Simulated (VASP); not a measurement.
# Ta (Im-3m) in VASP: single point with LDA

Aim: the single point of Ta with LDA.

Program: VASP 6.6.1. These are calculated values, not measurements. Logs are shortened: lines on timing, memory, paths and dates and some standing lists are left out, and cuts for length are marked.

## 1. The cell of the first run

Symmetry: Im-3m, No. 229, cubic system. The conventional cell has a = 3.253 Å, b = 3.253 Å, c = 3.253 Å, α = 90.00°, β = 90.00°, γ = 90.00°. Ta (site symmetry m-3m) has 14 Ta at 2.82 to 3.25 Å within 3.7 Å.

## 2. Single point, LDA

File INCAR:

```
SYSTEM = Ta
PREC = Accurate
ENCUT = 520
EDIFF = 1E-6
ISMEAR = -1
SIGMA = 0.05
LREAL = .FALSE.
LASPH = .TRUE.
NELM = 80
ALGO = Normal
ISIF = 2
LWAVE = .FALSE.
LCHARG = .TRUE.
LELF = .TRUE.
LVHAR = .TRUE.
NBANDS = 12
```

File KPOINTS:

```
regular mesh
0
G
  22 22 22
  0 0 0
```

File POSCAR:

```
Ta
1.0
   -1.6264959672      1.6264959672      1.6264959672
    1.6264959672     -1.6264959672      1.6264959672
    1.6264959672      1.6264959672     -1.6264959672
Ta
1
Direct
    0.0000000000      0.0000000000      0.0000000000
```

Potentials or basis: VASP PAW LDA potentials, release 64 (Ta_pv).

Launch:

```
$ cat potpaw_LDA.64/Ta_pv/POTCAR > POTCAR
$ mpirun -np 1 vasp_std > vasp.out
```

OUTCAR:

```text
SYSTEM = Ta
   PREC = Accurate
   ENCUT = 520
   EDIFF = 1E-6
   ISMEAR = -1
   LREAL = .FALSE.
   LASPH = .TRUE.
   NELM = 80
   ISIF = 2

 ion  position               nearest neighbor table
   1  0.000  0.000  0.000-

  LATTYP: Found a body centered cubic cell.
 ALAT       =     3.2529919344

  Lattice vectors:

 A1 = (  -1.6264959672,   1.6264959672,   1.6264959672)
 A2 = (   1.6264959672,  -1.6264959672,   1.6264959672)
 A3 = (   1.6264959672,   1.6264959672,  -1.6264959672)

Analysis of symmetry for initial positions (statically):
=====================================================================
 Subroutine PRICEL returns:
 Original cell was already a primitive cell.

 Routine SETGRP: Setting up the symmetry group for a
 body centered cubic supercell.

 Subroutine GETGRP returns: Found 48 space group operations
 (whereof 48 operations were pure point group operations)
 out of a pool of 48 trial point group operations.

The static configuration has the point symmetry O_h .

Analysis of symmetry for dynamics (positions and initial velocities):
=====================================================================
 Subroutine PRICEL returns:
 Original cell was already a primitive cell.

 Routine SETGRP: Setting up the symmetry group for a
 body centered cubic supercell.

 Subroutine GETGRP returns: Found 48 space group operations
 (whereof 48 operations were pure point group operations)
 out of a pool of 48 trial point group operations.

The dynamic configuration has the point symmetry O_h .

 Subroutine INISYM returns: Found 48 space group operations
 (whereof 48 operations are pure point group operations),
 and found     1 'primitive' translations

----------------------------------------------------------------------------------------

                                     Primitive cell

  volume of cell :      17.2115

  direct lattice vectors                    reciprocal lattice vectors
    -1.626495967  1.626495967  1.626495967     0.000000000  0.307409308  0.307409308
     1.626495967 -1.626495967  1.626495967     0.307409308  0.000000000  0.307409308
     1.626495967  1.626495967 -1.626495967     0.307409308  0.307409308  0.000000000

  length of vectors
     2.817173653  2.817173653  2.817173653     0.434742413  0.434742413  0.434742413

  position of ions in fractional coordinates (direct lattice)
     0.000000000  0.000000000  0.000000000

  ion indices of the primitive-cell ions
   primitive index   ion index
                 1           1

----------------------------------------------------------------------------------------

 KPOINTS: regular mesh

Automatic generation of k-mesh.
 Grid dimensions read from file:
 generate k-points for:   22   22   22

 Generating k-lattice:

  Cartesian coordinates                     Fractional coordinates (reciprocal lattice)
     0.000000000  0.013973150  0.013973150     0.045454545  0.000000000  0.000000000
     0.013973150  0.000000000  0.013973150     0.000000000  0.045454545  0.000000000
     0.013973150  0.013973150  0.000000000     0.000000000  0.000000000  0.045454545

  Length of vectors
     0.019761019  0.019761019  0.019761019

  Shift w.r.t. Gamma in fractional coordinates (k-lattice)
     0.000000000  0.000000000  0.000000000

 Subroutine IBZKPT returns following result:
 ===========================================

 Found    328 irreducible k-points:

 Following reciprocal coordinates:
            Coordinates               Weight
  0.000000  0.000000  0.000000      1.000000
  0.045455  0.000000  0.000000     12.000000
  0.090909  0.000000  0.000000     12.000000
  0.136364  0.000000  0.000000     12.000000
  0.181818  0.000000  0.000000     12.000000
  0.227273  0.000000  0.000000     12.000000
[... 16 lines left out ...]
  0.090909  0.090909  0.000000     24.000000
  0.136364  0.090909  0.000000     48.000000
 [... further k-points ...]
   k-points           NKPTS =    328   k-points in BZ     NKDIM =    328   number of bands    NBANDS=     12
   number of dos      NEDOS =    301   number of ions     NIONS =      1
   total plane-waves  NPLWV =  13824
   dimension x,y,z NGX =    24 NGY =   24 NGZ =   24
   dimension x,y,z NGXF=    48 NGYF=   48 NGZF=   48
   ions per type =               1
   NGX,Y,Z   is equivalent  to a cutoff of  14.16, 14.16, 14.16 a.u.
   NGXF,Y,Z  is equivalent  to a cutoff of  28.33, 28.33, 28.33 a.u.
 SYSTEM =  Ta
   PREC   = accura    normal or accurate (medium, high low for compatibility)
   ISTART =      0    job   : 0-new  1-cont  2-samecut
   ICHARG =      2    charge: 1-file 2-atom 10-const
   ISPIN  =      1    spin polarized calculation?
   LNONCOLLINEAR =      F non collinear calculations
   LSORBIT =      F    spin-orbit coupling
   LASPH  =      T    aspherical Exc in radial PAW
   ENCUT  =  520.0 eV  38.22 Ry    6.18 a.u.   5.24  5.24  5.24*2*pi/ulx,y,z
   NELM   =     80;   NELMIN=  2; NELMDL= -5     # of ELM steps
   EDIFF  = 0.1E-05   stopping-criterion for ELM
   LREAL  =      F    real-space projection
   EDIFFG = 0.1E-04   stopping-criterion for IOM
   NSW    =      0    number of steps for IOM
   IBRION =     -1    ionic relax: 0-MD 1-quasi-New 2-CG
   NFREE  =      0    steps in history (QN), initial steepest desc. (CG)
   ISIF   =      2    stress and relaxation
   ISYM   =      2    0-nonsym 1-usesym 2-fastsym
   POTIM  = 0.5000    time-step for ionic-motion
   TEBEG  =    0.0;   TEEND  =   0.0 temperature during run
   PSTRESS=    0.0 pullay stress
   NELECT =      11.0000    total number of electrons
   NUPDOWN=      -1.0000    fix difference up-down
   EMIN   =  10.00;   EMAX   =-10.00  energy-range for DOS
   EFERMI =   0.00;   METHOD = LEGACY
   ISMEAR =    -1;   SIGMA  =   0.05  broadening in eV -4-tet -1-fermi 0-gaus
   EFERMI_NEDOS =   21; number of points for ismear=-14 and -15
   IALGO  =     38    algorithm
   IMIX   =      4    mixing-type and parameters
     AMIX     =   0.40;   BMIX     =  1.00
     AMIX_MAG =   1.60;   BMIX_MAG =  1.00
  volume/ion in A,a.u.               =      17.21       116.15
  Fermi-wavevector in a.u.,A,eV,Ry     =   1.410152  2.664802 27.055593  1.988530
  Thomas-Fermi vector in A             =   2.532135
   LORBIT       =      0    0 simple, 1 ext, 2 COOP (PROOUT), +10 PAW based schemes
   GGA     = CA    functional components
   LHFCALC =     F    Hartree Fock is set to
   AEXX    =    0.0000 exact exchange contribution
   IVDW    =     0    specifies the selected vdW correction
   LEPSILON=     F    determine dielectric tensor
   LRPA    =     F    only Hartree local field effects (RPA)
 non-spin polarized calculation
  energy-cutoff  :      520.00
  volume of cell :       17.21
 maximum number of plane-waves:       476
 NGX is ok and might be reduce to    24
   NGX = 11   NGY = 11   NGZ = 11

 number of electron      11.0000000 magnetization

 Free energy of the ion-electron system (eV)
  ---------------------------------------------------
  ext. energy  EPLUGINS =         0.00000000
  ---------------------------------------------------
  free energy    TOTEN  =       -12.83267183 eV

  energy without entropy =      -12.82206841  energy(sigma->0) =      -12.82737012

 E-fermi :   5.7794     XC(G=0): -13.0280

 val. band max:        5.7732483912   @ k =  -0.1364   0.2273   0.0455
 cond. band min:       5.7799842922   @ k =   0.3182   0.1364   0.0000
 fundamental gap:      0.0067359009
 Fermi energy:         5.7793671933

 k-point     1 :       0.0000    0.0000    0.0000
  band No.  band energies     occupation
      1     -26.9365      2.00000
      2     -26.9365      2.00000
      3     -26.9365      2.00000
      4      -2.2289      2.00000
      5       6.4504      0.00000
      6       6.4504      0.00000
      7       6.4504      0.00000
      8       9.8734      0.00000
      9       9.8734      0.00000
     10      19.6268      0.00000
     11      21.0693      0.00000
     12      21.0693      0.00000

 k-point     2 :       0.0455    0.0000    0.0000
  band No.  band energies     occupation
      1     -26.9675      2.00000
      2     -26.9458      2.00000
      3     -26.9367      2.00000
      4      -2.1298      2.00000
      5       6.3858      0.00001
      6       6.4341      0.00000
      7       6.5470      0.00000
      8       9.7631      0.00000
      9       9.8730      0.00000
     10      19.6268      0.00000
     11      21.1608      0.00000
     12      21.2405      0.00000

 k-point     3 :       0.0909    0.0000    0.0000
  band No.  band energies     occupation
      1     -27.0572      2.00000
      2     -26.9731      2.00000
      3     -26.9373      2.00000
      4      -1.8400      2.00000
      5       6.2032      0.00042
      6       6.3698      0.00001
      7       6.8348      0.00000
      8       9.5036      0.00000
      9       9.8760      0.00000
     10      19.6267      0.00000
     11      21.4092      0.00000
     12      21.7421      0.00000
[... 286 lines left out ...]
 k-point    23 :       0.0909    0.0909    0.0000
  band No.  band energies     occupation
      1     -27.2731      2.00000
      2     -27.0140      2.00000
      3     -26.9660      2.00000
      4      -1.1178      2.00000
      5       5.8796      0.23758
      6       5.9910      0.02863
      7       7.6492      0.00000
      8       9.0335      0.00000
      9      10.0258      0.00000
     10      19.6263      0.00000
     11      21.9542      0.00000
     12      22.9209      0.00000

 k-point    24 :       0.1364    0.0909    0.0000
  band No.  band energies     occupation
      1     -27.4322      2.00000
      2     -27.0653      2.00000
      3     -26.9752      2.00000
      4      -0.5477      2.00000
      5       5.5864      1.95872
      6       5.7357      1.41107
      7       8.3240      0.00000
      8       8.8861      0.00000
      9      10.1561      0.00000
     10      19.6258      0.00000
     11      22.2962      0.00000
     12      23.2690      0.00000

 [... further k-points ...]

------------------------ aborting loop because EDIFF is reached ----------------------------------------

  FORCE on cell =-STRESS in cart. coord.  units (eV):
  Direction    XX          YY          ZZ          XY          YZ          ZX
  --------------------------------------------------------------------------------------
  -------------------------------------------------------------------------------------
  Total        0.0901826      0.0901826      0.0901826      0.0000000     -0.0000000     -0.0000000
  in kB        8.3948757      8.3948757      8.3948757      0.0000000     -0.0000000     -0.0000000
  external PRESSURE =       8.3948757 kB  Pullay stress =       0.0000000 kB

 VOLUME and BASIS-vectors are now :
 -----------------------------------------------------------------------------
  energy-cutoff  :      520.00
  volume of cell :       17.21
      direct lattice vectors                 reciprocal lattice vectors
    -1.626495967  1.626495967  1.626495967     0.000000000  0.307409308  0.307409308
     1.626495967 -1.626495967  1.626495967     0.307409308  0.000000000  0.307409308
     1.626495967  1.626495967 -1.626495967     0.307409308  0.307409308  0.000000000

 POSITION                                       TOTAL-FORCE (eV/Angst)
 -----------------------------------------------------------------------------------
      0.00000      0.00000      0.00000        -0.000000      0.000000      0.000000
 -----------------------------------------------------------------------------------
    total drift:                                0.000000      0.000000     -0.000000

  FREE ENERGIE OF THE ION-ELECTRON SYSTEM (eV)
  ---------------------------------------------------
  free  energy   TOTEN  =       -12.8326718252 eV

  energy  without entropy=      -12.8220684120  energy(sigma->0) =      -12.82737012
```

Run time: 86 s. Hardware: 1 thread of AMD EPYC 7R13, shared host; peak memory 0.15 GiB.

What came out:

```yaml
Free_energy: -12.8327 eV
Pressure: 0.8 GPa
```

Levels at points of the mesh, in eV from the Fermi level:
| k point | band 3 | band 4 | band 5 | band 6 | band 7 | band 8 | band 9 | band 10 |
| --- | --- | --- | --- | --- | --- | --- | --- | --- |
| (0.00, 0.00, 0.00) | -32.72 | -8.01 | 0.67 | 0.67 | 0.67 | 4.09 | 4.09 | 13.85 |
| (0.50, 0.00, 0.00) | -32.73 | -4.58 | -1.72 | 1.97 | 4.01 | 5.07 | 8.21 | 12.24 |
| (0.50, 0.50, 0.50) | -33.68 | -4.09 | -4.09 | 7.17 | 7.17 | 7.17 | 9.18 | 9.18 |

Caveat: spin-orbit coupling is left out, which moves the levels of the heavy elements.
